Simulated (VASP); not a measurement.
Input of a VASP 6.6.1 run:

File INCAR:

```
PREC = Accurate
ENCUT = 520
EDIFF = 1E-7
ISMEAR = -1
SIGMA = 0.05
LREAL = F
LASPH = T
NELM = 60
ALGO = Fast
ISIF = 2
LWAVE = F
LCHARG = F
GGA = PS
NBANDS = 34
```

File KPOINTS:

```
regular mesh
0
Gamma
  9 9 3
```

Contents of POSCAR:

```
In
1.0
    3.3638438630      0.0000000000      0.0000000000
   -1.6819219315      2.9131742397      0.0000000000
    0.0000000000      0.0000000000     10.7997083600
In
4
Direct
    0.6666666667      0.3333333333      0.7500000000
    0.0000000000      0.0000000000      0.5000000000
    0.3333333333      0.6666666667      0.2500000000
    0.0000000000      0.0000000000      0.0000000000
```

Potentials or basis: VASP PAW PBE potentials, release 64 (In_d).

Launch:

```console
$ cat potpaw_PBE.64/In_d/POTCAR > POTCAR
$ mpirun -np 1 vasp_std > vasp.out
```

(1) Predict the pressure.

(2) Estimate the band gap on the k mesh.

## Answers

(1) -1.3 GPa.

(2) zero (band 26 reaches 11.02 eV, above the bottom of band 27 at 6.22 eV).

Caveat: the PAW data sets were made with another functional, which shifts forces and pressure a little; spin-orbit coupling is left out, which moves the levels of the heavy elements.
